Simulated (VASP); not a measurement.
# La2O3 (P321) in VASP: further runs

Aim: see how the results for La2O3 move with the level of theory and the settings. Levels: LDA, PBEsol. Tasks: single point.

Program: VASP 6.6.1. These are calculated values, not measurements. Logs are shortened: lines on timing, memory, paths and dates and some standing lists are left out, and cuts for length are marked.

## 1. The cell of the first run

Symmetry: P321, No. 150, trigonal system. The conventional cell has a = 6.370 Å, b = 6.370 Å, c = 3.290 Å, α = 90.00°, β = 90.00°, γ = 120.00°. Within 3.3 Å of La (site symmetry 3) lie 6 O at 2.46 to 2.47 Å and 2 La at 3.29 Å. Within 3.3 Å of O (site symmetry 2) lie 4 La at 2.46 to 2.47 Å and 6 O at 3.19 to 3.29 Å.

## 2. Single point, LDA

The input, INCAR:

```
PREC = Accurate
ENCUT = 520
EDIFF = 1E-6
ISMEAR = -1
SIGMA = 0.05
LREAL = F
LASPH = T
NELM = 60
ALGO = Normal
ISIF = 2
LWAVE = F
LCHARG = T
LELF = T
LVHAR = T
NBANDS = 28
```

The input, KPOINTS:

```
Automatic mesh
0
Gamma
  5 5 8
```

The input, POSCAR:

```
La2O3
1.0
    6.3702727145      0.0000000000      0.0000000000
   -3.1851363572      5.5168179998      0.0000000000
    0.0000000000      0.0000000000      3.2898942108
La O
2 3
Direct
    0.6666666667      0.3333333333      0.4981030000
    0.3333333333      0.6666666667      0.5018970000
    0.5046070000      0.0000000000      0.0000000000
    0.0000000000      0.5046070000      0.0000000000
    0.4953930000      0.4953930000      0.0000000000
```

Potentials or basis: VASP PAW LDA potentials, release 64 (La, O).

Run with:

```sh
cat potpaw_LDA.64/La/POTCAR potpaw_LDA.64/O/POTCAR > POTCAR
mpirun -np 1 vasp_std > vasp.out
```

OUTCAR:

```text
PREC = Accurate
   ENCUT = 520
   EDIFF = 1E-6
   ISMEAR = -1
   LREAL = F
   LASPH = T
   NELM = 60
   ISIF = 2

 ion  position               nearest neighbor table
   1  0.667  0.333  0.498-   3 2.46   4 2.46   5 2.46   3 2.47   4 2.47   5 2.47   2 3.68   2 3.68
                             2 3.68
   2  0.333  0.667  0.502-   4 2.46   3 2.46   5 2.46   4 2.47   3 2.47   5 2.47   1 3.68   1 3.68
                             1 3.68
   3  0.505  0.000  0.000-   1 2.46   2 2.46   1 2.47   2 2.47
   4  0.000  0.505  0.000-   2 2.46   1 2.46   2 2.47   1 2.47
   5  0.495  0.495  0.000-   2 2.46   1 2.46   2 2.47   1 2.47

  LATTYP: Found a hexagonal cell.
 ALAT       =     6.3702727145
 C/A-ratio  =     0.5164447989

  Lattice vectors:

 A1 = (   6.3702727145,   0.0000000000,   0.0000000000)
 A2 = (  -3.1851363572,   5.5168179998,   0.0000000000)
 A3 = (   0.0000000000,   0.0000000000,   3.2898942108)

Analysis of symmetry for initial positions (statically):
=====================================================================
 Subroutine PRICEL returns:
 Original cell was already a primitive cell.

 Routine SETGRP: Setting up the symmetry group for a
 hexagonal supercell.

 Subroutine GETGRP returns: Found  6 space group operations
 (whereof  6 operations were pure point group operations)
 out of a pool of 24 trial point group operations.

The static configuration has the point symmetry D_3 .

Analysis of symmetry for dynamics (positions and initial velocities):
=====================================================================
 Subroutine PRICEL returns:
 Original cell was already a primitive cell.

 Routine SETGRP: Setting up the symmetry group for a
 hexagonal supercell.

 Subroutine GETGRP returns: Found  6 space group operations
 (whereof  6 operations were pure point group operations)
 out of a pool of 24 trial point group operations.

The dynamic configuration has the point symmetry D_3 .

 Subroutine INISYM returns: Found  6 space group operations
 (whereof  6 operations are pure point group operations),
 and found     1 'primitive' translations

----------------------------------------------------------------------------------------

                                     Primitive cell

  volume of cell :     115.6188

  direct lattice vectors                    reciprocal lattice vectors
     6.370272715  0.000000000  0.000000000     0.156979151  0.090631955  0.000000000
    -3.185136357  5.516818000  0.000000000     0.000000000  0.181263910  0.000000000
     0.000000000  0.000000000  3.289894211     0.000000000  0.000000000  0.303961142

  length of vectors
     6.370272715  6.370272714  3.289894211     0.181263910  0.181263910  0.303961142

  position of ions in fractional coordinates (direct lattice)
     0.666666667  0.333333333  0.498103000
     0.333333333  0.666666667  0.501897000
     0.504607000  0.000000000  0.000000000
     0.000000000  0.504607000  0.000000000
     0.495393000  0.495393000  0.000000000

  ion indices of the primitive-cell ions
   primitive index   ion index
                 1           1
                 2           2
                 3           3
                 4           4
                 5           5

----------------------------------------------------------------------------------------

 KPOINTS: Automatic mesh

Automatic generation of k-mesh.
 Grid dimensions read from file:
 generate k-points for:    5    5    8

 Generating k-lattice:

  Cartesian coordinates                     Fractional coordinates (reciprocal lattice)
     0.031395830  0.018126391  0.000000000     0.200000000  0.000000000  0.000000000
     0.000000000  0.036252782  0.000000000     0.000000000  0.200000000  0.000000000
     0.000000000  0.000000000  0.037995143     0.000000000  0.000000000  0.125000000

  Length of vectors
     0.036252782  0.036252782  0.037995143

  Shift w.r.t. Gamma in fractional coordinates (k-lattice)
     0.000000000  0.000000000  0.000000000

 Subroutine IBZKPT returns following result:
 ===========================================

 Found     31 irreducible k-points:

 Following reciprocal coordinates:
            Coordinates               Weight
  0.000000  0.000000  0.000000      1.000000
  0.200000  0.000000  0.000000      6.000000
  0.400000  0.000000  0.000000      6.000000
  0.200000  0.200000  0.000000      6.000000
  0.400000  0.200000  0.000000      6.000000
  0.000000  0.000000  0.125000      2.000000
[... 16 lines left out ...]
  0.400000  0.000000  0.375000      6.000000
  0.000000  0.400000  0.375000      6.000000
 [... further k-points ...]
   k-points           NKPTS =     31   k-points in BZ     NKDIM =     31   number of bands    NBANDS=     28
   number of dos      NEDOS =    301   number of ions     NIONS =      5
   total plane-waves  NPLWV =  55296
   dimension x,y,z NGX =    48 NGY =   48 NGZ =   24
   dimension x,y,z NGXF=    96 NGYF=   96 NGZF=   48
   ions per type =               2   3
[... 33 lines left out ...]
  volume/ion in A,a.u.               =      23.12       156.05
  Fermi-wavevector in a.u.,A,eV,Ry     =   1.149261  2.171788 17.970583  1.320801
  Thomas-Fermi vector in A             =   2.285931
   LORBIT       =      0    0 simple, 1 ext, 2 COOP (PROOUT), +10 PAW based schemes
   GGA     = CA    functional components
   LHFCALC =     F    Hartree Fock is set to
   AEXX    =    0.0000 exact exchange contribution
   IVDW    =     0    specifies the selected vdW correction
   LEPSILON=     F    determine dielectric tensor
   LRPA    =     F    only Hartree local field effects (RPA)
 non-spin polarized calculation
  energy-cutoff  :      520.00
  volume of cell :      115.62
 maximum number of plane-waves:      3140
 NGX is ok and might be reduce to    48
   NGX = 23   NGY = 23   NGZ = 13

 number of electron      39.9999999 magnetization

 Free energy of the ion-electron system (eV)
  ---------------------------------------------------
  ext. energy  EPLUGINS =         0.00000000
  ---------------------------------------------------
  free energy    TOTEN  =       -44.34159121 eV

  energy without entropy =      -44.34159120  energy(sigma->0) =      -44.34159120

 E-fermi :   3.5129     XC(G=0):  -8.6864

 val. band max:        2.7667804536   @ k =   0.0000   0.0000   0.5000
 cond. band min:       4.2570239878   @ k =   0.0000   0.0000   0.0000
 fundamental gap:      1.4902435343
 Fermi energy:         3.5128694336

 k-point     1 :       0.0000    0.0000    0.0000
  band No.  band energies     occupation
      1     -27.6071      2.00000
      2     -27.4131      2.00000
      3     -14.3542      2.00000
      4     -14.3542      2.00000
      5     -12.6642      2.00000
      6     -11.1902      2.00000
[... 20 lines left out ...]
     27       7.3763      0.00000
     28       7.3821      0.00000

 k-point     2 :       0.2000    0.0000    0.0000
  band No.  band energies     occupation
      1     -27.5913      2.00000
      2     -27.4299      2.00000
      3     -14.3597      2.00000
      4     -14.2586      2.00000
      5     -12.9143      2.00000
      6     -11.1653      2.00000
[... 20 lines left out ...]
     27       7.3909      0.00000
     28       7.3983      0.00000

 k-point     3 :       0.4000    0.0000    0.0000
  band No.  band energies     occupation
      1     -27.5543      2.00000
      2     -27.4685      2.00000
      3     -14.3684      2.00000
      4     -14.0252      2.00000
      5     -13.3295      2.00000
      6     -11.1240      2.00000
[... 20 lines left out ...]
     27       7.4225      0.00000
     28       7.4321      0.00000

 k-point     4 :       0.2000    0.2000    0.0000
  band No.  band energies     occupation
      1     -27.5635      2.00000
      2     -27.4590      2.00000
      3     -14.3692      2.00000
      4     -14.0802      2.00000
      5     -13.2426      2.00000
      6     -11.1230      2.00000
[... 578 lines left out ...]
     27       7.1564      0.00000
     28       7.1970      0.00000

 k-point    23 :       0.4000    0.0000    0.3750
  band No.  band energies     occupation
      1     -27.2768      2.00000
      2     -27.2097      2.00000
      3     -14.5006      2.00000
      4     -13.9178      2.00000
      5     -13.2626      2.00000
      6     -11.6908      2.00000
[... 20 lines left out ...]
     27       7.2155      0.00000
     28       7.3090      0.00000

 k-point    24 :       0.0000    0.4000    0.3750
  band No.  band energies     occupation
      1     -27.2768      2.00000
      2     -27.2097      2.00000
      3     -14.5005      2.00000
      4     -13.9178      2.00000
      5     -13.2625      2.00000
      6     -11.6912      2.00000
[... 20 lines left out ...]
     27       7.2120      0.00000
     28       7.3049      0.00000

 [... further k-points ...]

------------------------ aborting loop because EDIFF is reached ----------------------------------------

  FORCE on cell =-STRESS in cart. coord.  units (eV):
  Direction    XX          YY          ZZ          XY          YZ          ZX
  --------------------------------------------------------------------------------------
  -------------------------------------------------------------------------------------
  Total       -3.1682387     -3.1682387     -4.9867254     -0.0000000      0.0000000     -0.0000000
  in kB      -43.9035722    -43.9035722    -69.1030828     -0.0000000      0.0000000     -0.0000000
  external PRESSURE =     -52.3034091 kB  Pullay stress =       0.0000000 kB

 VOLUME and BASIS-vectors are now :
 -----------------------------------------------------------------------------
  energy-cutoff  :      520.00
  volume of cell :      115.62
      direct lattice vectors                 reciprocal lattice vectors
     6.370272715  0.000000000  0.000000000     0.156979151  0.090631955  0.000000000
    -3.185136357  5.516818000  0.000000000     0.000000000  0.181263910  0.000000000
     0.000000000  0.000000000  3.289894211     0.000000000  0.000000000  0.303961142

 POSITION                                       TOTAL-FORCE (eV/Angst)
 -----------------------------------------------------------------------------------
      3.18514      1.83894      1.63871         0.000000     -0.000000      0.008650
     -0.00000      3.67788      1.65119         0.000000     -0.000000     -0.008650
      3.21448      0.00000      0.00000        -0.050967     -0.000000     -0.000000
     -1.60724      2.78382      0.00000         0.025483     -0.044138      0.000000
      1.57789      2.73299      0.00000         0.025483      0.044138     -0.000000
 -----------------------------------------------------------------------------------
    total drift:                               -0.000001     -0.000001      0.000000

  FREE ENERGIE OF THE ION-ELECTRON SYSTEM (eV)
  ---------------------------------------------------
  free  energy   TOTEN  =       -44.3415912068 eV

  energy  without entropy=      -44.3415912010  energy(sigma->0) =      -44.34159120
```

Run time: 45 s. Hardware: 1 thread of Intel Xeon 6975P-C (Granite Rapids), shared host; peak memory 0.25 GiB.

What came out:

* Free energy: -44.3416 eV
* Pressure: -5.2 GPa
* Largest force: 0.051 eV/Å
* Band gap on the k mesh: 1.49 eV, indirect (least direct gap 1.94 eV)

Forces on the atoms (eV/Å):
```
La   0.000  0.000  0.009
La   0.000  0.000 -0.009
O   -0.051  0.000  0.000
O    0.025 -0.044  0.000
O    0.025  0.044  0.000
```

Levels at points of the mesh, in eV from the valence-band top:
```csv
k point,band 17,band 18,band 19,band 20,band 21,band 22,band 23,band 24
"(0.00, 0.00, 0.00)",-0.96,-0.96,-0.66,-0.45,1.49,3.34,3.85,3.85
"(0.00, 0.00, 0.50)",-1.12,-1.12,-0.26,0.00,4.13,4.17,4.21,4.27
```

Caveat: spin-orbit coupling is left out, which moves the levels of the heavy elements. LDA gaps usually lie below the measured ones, often by a third to a half.

## 3. Single point, PBEsol

The input, INCAR:

```
PREC = Accurate
ENCUT = 520
EDIFF = 1E-7
ISMEAR = -1
SIGMA = 0.05
LREAL = False
LASPH = True
NELM = 60
ALGO = Normal
ISIF = 2
LWAVE = False
LCHARG = False
GGA = PS
NBANDS = 28
```

KPOINTS is that of step 2.

POSCAR is that of step 2.

Potentials or basis: VASP PAW PBE potentials, release 64 (La, O).

Run with:

```sh
cat potpaw_PBE.64/La/POTCAR potpaw_PBE.64/O/POTCAR > POTCAR
mpirun -np 1 vasp_std > vasp.out
```

It took 57 s on 1 thread of Intel Xeon 6975P-C (Granite Rapids), shared host; peak memory 0.28 GiB.

The run converged. Its results:

```yaml
Free_energy: -42.4252 eV
Pressure: -3.3 GPa
Largest_force: 0.045 eV/Å
Band_gap_on_the_k_mesh: 1.56 eV, indirect (least direct gap 2.00 eV)
```

Forces in eV/Å, atoms in the order of the input:
```
La   0.000  0.000  0.010
La   0.000  0.000 -0.010
O   -0.045  0.000  0.000
O    0.022 -0.039  0.000
O    0.022  0.039  0.000
```

Stress tensor (GPa, compression positive):
```
-2.68  0.00  0.00
 0.00 -2.68  0.00
 0.00  0.00 -4.40
```

Levels at points of the mesh, in eV from the valence-band top:
```csv
k point,band 16,band 17,band 18,band 19,band 20,band 21,band 22,band 23,band 24,band 25
"(0.00, 0.00, 0.00)",-1.84,-0.95,-0.95,-0.65,-0.44,1.56,3.53,4.00,4.00,4.82
"(0.00, 0.00, 0.50)",-1.47,-1.10,-1.10,-0.25,0.00,4.34,4.39,4.42,4.46,4.46
```

Caveat: the PAW data sets were made with another functional, which shifts forces and pressure a little; spin-orbit coupling is left out, which moves the levels of the heavy elements.

## 4. Single point, LDA (volume scaled by 1.02)

The input, INCAR:

```
ALGO = Normal
EDIFF = 1E-7
ENCUT = 520
GGA = CA
ISIF = 2
ISMEAR = -1
LASPH = True
LCHARG = False
LREAL = False
LWAVE = False
NBANDS = 28
NELM = 60
PREC = Accurate
SIGMA = 0.05
```

The input, KPOINTS:

```
k-points
0
Gamma
  5 5 8
```

POSCAR: that of step 3 with these lines changed.

```diff
@@ -2,5 +2,5 @@
 1.0
-    6.3702727145      0.0000000000      0.0000000000
-   -3.1851363572      5.5168179998      0.0000000000
-    0.0000000000      0.0000000000      3.2898942108
+    6.4124611805      0.0000000000      0.0000000000
+   -3.2062305902      5.5533542831      0.0000000000
+    0.0000000000      0.0000000000      3.3116822246
 La O
```

Potentials or basis: VASP PAW LDA potentials, release 64 (La, O).

Run with:

```sh
cat potpaw_LDA.64/La/POTCAR potpaw_LDA.64/O/POTCAR > POTCAR
mpirun -np 1 vasp_std > vasp.out
```

It took 63 s on 1 thread of Intel Xeon 6975P-C (Granite Rapids), shared host; peak memory 0.25 GiB.

Results (log left out):

```yaml
Free_energy: -44.2558 eV
Pressure: -6.8 GPa
Largest_force: 0.056 eV/Å
Band_gap_on_the_k_mesh: 1.58 eV, indirect (least direct gap 1.97 eV)
```

Forces in eV/Å, atoms in the order of the input:
```
La   0.000  0.000  0.005
La   0.000  0.000 -0.005
O   -0.056  0.000  0.000
O    0.028 -0.048  0.000
O    0.028  0.048  0.000
```

Stress tensor (GPa, compression positive):
```
-5.70  0.00  0.00
 0.00 -5.70  0.00
 0.00  0.00 -9.03
```

Levels at points of the mesh, in eV from the valence-band top:
```tsv
k point	band 16	band 17	band 18	band 19	band 20	band 21	band 22	band 23	band 24	band 25
(0.00, 0.00, 0.00)	-1.73	-0.89	-0.89	-0.55	-0.39	1.58	3.38	3.85	3.85	4.57
(0.00, 0.00, 0.50)	-1.40	-1.00	-1.00	-0.16	0.00	4.11	4.16	4.19	4.25	4.28
```

Caveat: spin-orbit coupling is left out, which moves the levels of the heavy elements.

## 5. Single point, PBEsol (volume scaled by 1.02)

The input, INCAR:

```
SYSTEM = La2O3
ALGO = Normal
EDIFF = 1E-6
ENCUT = 520
GGA = PS
ISIF = 2
ISMEAR = -1
LASPH = .True.
LCHARG = .False.
LREAL = .False.
LWAVE = .False.
NBANDS = 28
NELM = 60
PREC = Accurate
SIGMA = 0.05
```

The input, KPOINTS:

```
k-points
0
Gamma
  5 5 8
  0 0 0
```

POSCAR is that of step 4.

Potentials or basis: VASP PAW PBE potentials, release 64 (La, O).

Run with:

```sh
cat potpaw_PBE.64/La/POTCAR potpaw_PBE.64/O/POTCAR > POTCAR
mpirun -np 1 vasp_std > vasp.out
```

Wall time 65 s (1 thread of Intel Xeon 6975P-C (Granite Rapids), shared host); peak memory 0.3 GiB.

Results (log left out):

```yaml
Free_energy: -42.3677 eV
Pressure: -4.9 GPa
Largest_force: 0.050 eV/Å
Band_gap_on_the_k_mesh: 1.65 eV, indirect (least direct gap 2.04 eV)
```

Forces in eV/Å, atoms in the order of the input:
```
La   0.000  0.000  0.006
La   0.000  0.000 -0.006
O   -0.050  0.000  0.000
O    0.025 -0.043  0.000
O    0.025  0.043  0.000
```

Stress tensor (GPa, compression positive):
```
-4.03  0.00  0.00
 0.00 -4.03  0.00
 0.00  0.00 -6.59
```

Levels at points of the mesh, in eV from the valence-band top:
```
           k point  band 18  band 19  band 20  band 21  band 22  band 23
(0.00, 0.00, 0.00)    -0.88    -0.54    -0.38     1.65     3.57     4.01
(0.00, 0.00, 0.50)    -0.98    -0.16     0.00     4.32     4.39     4.41
```

Caveat: the PAW data sets were made with another functional, which shifts forces and pressure a little; spin-orbit coupling is left out, which moves the levels of the heavy elements. A k mesh can miss the band edges.

## 6. Single point, LDA

The input, INCAR:

```
SYSTEM = La2O3
PREC = Accurate
ENCUT = 600
EDIFF = 1E-6
ISMEAR = -1
SIGMA = 0.05
LREAL = .False.
LASPH = .True.
NELM = 200
ALGO = Normal
ISIF = 2
LWAVE = .False.
LCHARG = .True.
LELF = .True.
LVHAR = .True.
NBANDS = 28
GGA_COMPAT = .False.
LMAXMIX = 6
```

The input, KPOINTS:

```
regular mesh
0
Gamma
  5 5 8
  0 0 0
```

POSCAR: that of step 5 with these lines changed.

```diff
@@ -2,5 +2,5 @@
 1.0
-    6.4124611805      0.0000000000      0.0000000000
-   -3.2062305902      5.5533542831      0.0000000000
-    0.0000000000      0.0000000000      3.3116822246
+    6.3702727145      0.0000000000      0.0000000000
+   -3.1851363572      5.5168179998      0.0000000000
+    0.0000000000      0.0000000000      3.2898942108
 La O
```

Potentials or basis: VASP PAW LDA potentials, release 64 (La, O).

Run with:

```sh
cat potpaw_LDA.64/La/POTCAR potpaw_LDA.64/O/POTCAR > POTCAR
mpirun -np 1 vasp_std > vasp.out
```

Run time: 2.7 min. Hardware: 1 thread of Intel Xeon Platinum 8259CL at 2.50GHz (Skylake/Cascade Lake), shared host; peak memory 0.29 GiB.

It converged, with:

```
Free energy            : -44.3481 eV
Pressure               : -5.3 GPa
Largest force          : 0.051 eV/Å
Band gap on the k mesh : 1.49 eV, indirect (least direct gap 1.94 eV)
```

Forces in eV/Å, atoms in the order of the input:
```
La   0.000  0.000  0.009
La   0.000  0.000 -0.009
O   -0.051  0.000  0.000
O    0.025 -0.044  0.000
O    0.025  0.044  0.000
```

Stress tensor (GPa, compression positive):
```
-4.48  0.00  0.00
 0.00 -4.48  0.00
 0.00  0.00 -7.01
```

Levels at points of the mesh, in eV from the valence-band top:
```
           k point  band 17  band 18  band 19  band 20  band 21  band 22  band 23  band 24
(0.00, 0.00, 0.00)    -0.96    -0.96    -0.66    -0.45     1.49     3.34     3.85     3.85
(0.00, 0.00, 0.50)    -1.12    -1.12    -0.26     0.00     4.13     4.17     4.21     4.27
```

Caveat: spin-orbit coupling is left out, which moves the levels of the heavy elements.

## 7. The runs side by side

| level | potentials or basis | cell | cutoff (eV) | gap on the mesh (eV) | pressure (GPa) | largest force (eV/Å) |
| --- | --- | --- | --- | --- | --- | --- |
| LDA | VASP PAW LDA potentials, release 64 (La, O) | a = 6.370, b = 6.370, c = 3.290 Å, angles 90.0, 90.0, 120.0°, 5 atoms | 520 | 1.49 | -5.2 | 0.05 |
| PBEsol | VASP PAW PBE potentials, release 64 (La, O) | a = 6.370, b = 6.370, c = 3.290 Å, angles 90.0, 90.0, 120.0°, 5 atoms | 520 | 1.56 | -3.3 | 0.04 |
| LDA | VASP PAW LDA potentials, release 64 (La, O) | a = 6.412, b = 6.412, c = 3.312 Å, angles 90.0, 90.0, 120.0°, 5 atoms | 520 | 1.58 | -6.8 | 0.06 |
| PBEsol | VASP PAW PBE potentials, release 64 (La, O) | a = 6.412, b = 6.412, c = 3.312 Å, angles 90.0, 90.0, 120.0°, 5 atoms | 520 | 1.65 | -4.9 | 0.05 |
| LDA | VASP PAW LDA potentials, release 64 (La, O) | a = 6.370, b = 6.370, c = 3.290 Å, angles 90.0, 90.0, 120.0°, 5 atoms | 600 | 1.49 | -5.3 | 0.05 |

Alike in all rows: task single point; no spin polarisation; k mesh 5 × 5 × 8; smearing fermi-dirac 0.05 eV.

Caveats: spin-orbit coupling is left out, which moves the levels of the heavy elements; the PAW data sets were made with another functional, which shifts forces and pressure a little (some runs).

Absolute energies hang on the potentials; compare differences alone.
